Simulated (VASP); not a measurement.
# Fe (Im-3m) in VASP: a series of runs, part 2 of 2

VASP 6.6.1.

### 3 Single point, PBE, collinear spin, ferromagnetic start

INCAR reads:

```
SYSTEM = Fe
  PREC = Accurate
  ENCUT = 600
  EDIFF = 1E-6
  ISMEAR = -1
  SIGMA = 0.051703999572871064
  LREAL = .False.
  LASPH = .True.
  NELM = 200
  ALGO = Normal
  ISIF = 2
  LWAVE = .False.
  LCHARG = .False.
  ISPIN = 2
  MAGMOM = 4
  LORBIT = 11
  LMAXMIX = 4
  GGA = PE
  NBANDS = 14
  GGA_COMPAT = .False.
```

KPOINTS reads:

```
Automatic mesh
0
Gamma
  8 8 8
  0 0 0
```

POSCAR reads:

```
Fe
1.0
   -1.4315177495      1.4315177495      1.4315177495
    1.4315177495     -1.4315177495      1.4315177495
    1.4315177495      1.4315177495     -1.4315177495
Fe
1
Direct
    0.0640000000      0.2660000000      0.2140000000
```

Potentials or basis: VASP PAW PBE potentials, release 64 (Fe).

The run is started by

```sh
$ cat potpaw_PBE.64/Fe/POTCAR > POTCAR
$ mpirun -np 1 vasp_std > vasp.out
```

It took 23 s on 1 thread of Intel Xeon 8259CL, shared host; peak memory 0.14 GiB.

Results (log left out):

```yaml
Free_energy: -8.2298 eV
Pressure: -3.5 GPa
Net_moment: 2.35 μB per cell
Site_moments: Fe +2.35 μB
Valence_electrons_inside_the_program's_atomic_spheres: Fe 7.20
```

Levels at points of the mesh, in eV from the Fermi level:
Spin up:
```tsv
k point	band 3	band 4	band 5	band 6	band 7	band 8
(0.00, 0.00, 0.00)	-2.29	-2.29	-1.08	-1.08	24.73	24.73
(0.50, 0.00, 0.00)	-1.04	-0.90	0.27	0.55	7.06	18.12
(0.50, 0.50, 0.50)	0.01	0.01	0.01	9.72	9.72	9.72
```
Spin down:
| k point | band 1 | band 2 | band 3 | band 4 | band 5 | band 6 |
| --- | --- | --- | --- | --- | --- | --- |
| (0.00, 0.00, 0.00) | -8.07 | -0.16 | -0.16 | -0.16 | 1.75 | 1.75 |
| (0.50, 0.00, 0.00) | -3.39 | -1.41 | 0.64 | 1.63 | 2.00 | 2.72 |
| (0.50, 0.50, 0.50) | -2.77 | -2.77 | 2.43 | 2.43 | 2.43 | 10.01 |

Caveat: the k points lie up to 0.39 Å⁻¹ apart.

### 4 Single point, PBE, collinear spin, ferromagnetic start

INCAR reads:

```
ALGO = Normal
EDIFF = 1E-6
ENCUT = 600
GGA = PE
GGA_COMPAT = False
ISIF = 2
ISMEAR = 0
ISPIN = 2
LASPH = True
LCHARG = True
LELF = True
LMAXMIX = 4
LORBIT = 11
LREAL = False
LVHAR = True
LWAVE = False
MAGMOM = 4
NBANDS = 14
NELM = 200
PREC = Accurate
SIGMA = 0.1
```

KPOINTS reads:

```
k-points
0
Gamma
  8 8 8
```

Edit POSCAR of step 3 so:

```diff
@@ -8,2 +8,2 @@
 Direct
-    0.0640000000      0.2660000000      0.2140000000
+    0.3610000000      0.9870000000      0.5260000000
```

The run is started by

```sh
$ cat potpaw_PBE.64/Fe/POTCAR > POTCAR
$ mpirun -np 1 vasp_std > vasp.out
```

Wall time 27 s (1 thread of Intel Xeon 8259CL, shared host); peak memory 0.13 GiB.

It converged, with:

```
Free energy                                           : -8.2282 eV
Pressure                                              : -3.4 GPa
Net moment                                            : 2.35 μB per cell
Site moments                                          : Fe +2.36 μB
Valence electrons inside the program's atomic spheres : Fe 7.20
```

Levels at points of the mesh, in eV from the Fermi level:
Spin up:
```tsv
k point	band 2	band 3	band 4	band 5	band 6	band 7	band 8	band 9
(0.00, 0.00, 0.00)	-2.28	-2.28	-2.28	-1.07	-1.07	24.74	24.74	24.74
(0.50, 0.00, 0.00)	-3.30	-1.03	-0.90	0.27	0.56	7.07	18.13	19.72
(0.50, 0.50, 0.50)	-4.64	0.02	0.02	0.02	9.72	9.72	9.72	15.36
```
Spin down:
```csv
k point,band 1,band 2,band 3,band 4,band 5,band 6,band 7,band 8
"(0.00, 0.00, 0.00)",-8.06,-0.15,-0.15,-0.15,1.76,1.76,24.45,24.45
"(0.50, 0.00, 0.00)",-3.38,-1.40,0.64,1.63,2.00,2.73,8.54,18.13
"(0.50, 0.50, 0.50)",-2.77,-2.77,2.44,2.44,2.44,10.02,10.02,10.02
```

Caveat: the k points lie up to 0.39 Å⁻¹ apart.

### 5 Single point, PBE, collinear spin, ferromagnetic start

INCAR reads:

```
SYSTEM = Fe
PREC = Accurate ; ENCUT = 600
EDIFF = 1E-6 ; ISMEAR = 1
SIGMA = 0.13605693122994 ; LREAL = .False.
LASPH = .True. ; NELM = 200
ALGO = Normal ; ISIF = 2
LWAVE = .False. ; LCHARG = .False.
ISPIN = 2 ; MAGMOM = 4
LORBIT = 11 ; LMAXMIX = 4
GGA = PE ; NBANDS = 14
GGA_COMPAT = .False.
```

KPOINTS reads:

```
Automatic mesh
0
Gamma
  8 8 8
  0 0 0
```

Edit POSCAR of step 4 so:

```diff
@@ -8,2 +8,2 @@
 Direct
-    0.3610000000      0.9870000000      0.5260000000
+    0.0000000000      0.0000000000      0.0000000000
```

Potentials or basis: VASP PAW PBE potentials, release 64 (Fe).

The run is started by

```sh
$ cat potpaw_PBE.64/Fe/POTCAR > POTCAR
$ mpirun -np 1 vasp_std > vasp.out
```

OUTCAR:

```text
SYSTEM = Fe
   PREC = Accurate
   ENCUT = 600
   EDIFF = 1E-6
   ISMEAR = 1
   LREAL = .False.
   LASPH = .True.
   NELM = 200
   ISIF = 2
   ISPIN = 2
   LORBIT = 11
   GGA = PE

 ion  position               nearest neighbor table
   1  0.000  0.000  0.000-

  LATTYP: Found a body centered cubic cell.
 ALAT       =     2.8630354990

  Lattice vectors:

 A1 = (  -1.4315177495,   1.4315177495,   1.4315177495)
 A2 = (   1.4315177495,  -1.4315177495,   1.4315177495)
 A3 = (   1.4315177495,   1.4315177495,  -1.4315177495)
[... 1023 lines left out ...]
  -------------------------------------------------------------------------------------
  Total       -0.2442633     -0.2442633     -0.2442633      0.0000000      0.0000000     -0.0000000
  in kB      -33.3517538    -33.3517538    -33.3517538      0.0000000      0.0000000     -0.0000000
  external PRESSURE =     -33.3517538 kB  Pullay stress =       0.0000000 kB

 VOLUME and BASIS-vectors are now :
 -----------------------------------------------------------------------------
  energy-cutoff  :      600.00
  volume of cell :       11.73
      direct lattice vectors                 reciprocal lattice vectors
    -1.431517749  1.431517749  1.431517749     0.000000000  0.349279637  0.349279637
     1.431517749 -1.431517749  1.431517749     0.349279637  0.000000000  0.349279637
     1.431517749  1.431517749 -1.431517749     0.349279637  0.349279637  0.000000000

 POSITION                                       TOTAL-FORCE (eV/Angst)
 -----------------------------------------------------------------------------------
      0.00000      0.00000      0.00000         0.000000      0.000000      0.000000
 -----------------------------------------------------------------------------------
    total drift:                                0.000000     -0.000000      0.000000

  FREE ENERGIE OF THE ION-ELECTRON SYSTEM (eV)
  ---------------------------------------------------
  free  energy   TOTEN  =        -8.2260263860 eV

  energy  without entropy=       -8.2274755414  energy(sigma->0) =       -8.22650944

 total charge

# of ion       s       p       d       tot
------------------------------------------
    1        0.472   0.515   6.215   7.203

 magnetization (x)

# of ion       s       p       d       tot
------------------------------------------
    1       -0.015  -0.062   2.439   2.362
```

Wall time 32 s (1 thread of Intel Xeon 8259CL, shared host); peak memory 0.13 GiB.

What came out:

```yaml
Free_energy: -8.2260 eV
Pressure: -3.3 GPa
Net_moment: 2.36 μB per cell
Site_moments: Fe +2.36 μB
Valence_electrons_inside_the_program's_atomic_spheres: Fe 7.20
```

Levels at points of the mesh, in eV from the Fermi level:
Spin up:
| k point | band 2 | band 3 | band 4 | band 5 | band 6 | band 7 | band 8 | band 9 |
| --- | --- | --- | --- | --- | --- | --- | --- | --- |
| (0.00, 0.00, 0.00) | -2.27 | -2.27 | -2.27 | -1.07 | -1.07 | 24.75 | 24.75 | 24.75 |
| (0.50, 0.00, 0.00) | -3.30 | -1.02 | -0.89 | 0.28 | 0.57 | 7.07 | 18.14 | 19.73 |
| (0.50, 0.50, 0.50) | -4.63 | 0.02 | 0.02 | 0.02 | 9.73 | 9.73 | 9.73 | 15.36 |
Spin down:
```tsv
k point	band 1	band 2	band 3	band 4	band 5	band 6	band 7
(0.00, 0.00, 0.00)	-8.05	-0.14	-0.14	-0.14	1.77	1.77	24.45
(0.50, 0.00, 0.00)	-3.37	-1.38	0.65	1.65	2.01	2.75	8.55
(0.50, 0.50, 0.50)	-2.76	-2.76	2.45	2.45	2.45	10.03	10.03
```

Caveat: the k points lie up to 0.39 Å⁻¹ apart.

### 6 Overview

| smearing | gap on the mesh (eV) | pressure (GPa) | moment (μB) |
| --- | --- | --- | --- |
| fermi-dirac 0.051704 eV | none | -3.5 | 2.35 |
| gaussian 0.1 eV | none | -3.4 | 2.35 |
| methfessel-paxton 0.136057 eV | none | -3.3 | 2.36 |

Alike in all rows: task single point; level PBE; potentials or basis VASP PAW PBE potentials, release 64 (Fe); spin collinear, ferromagnetic start; cell as given; k mesh 8 × 8 × 8; cutoff (eV) 600.

Caveats: all runs use coarse meshes.

Absolute energies hang on the potentials; compare differences alone.
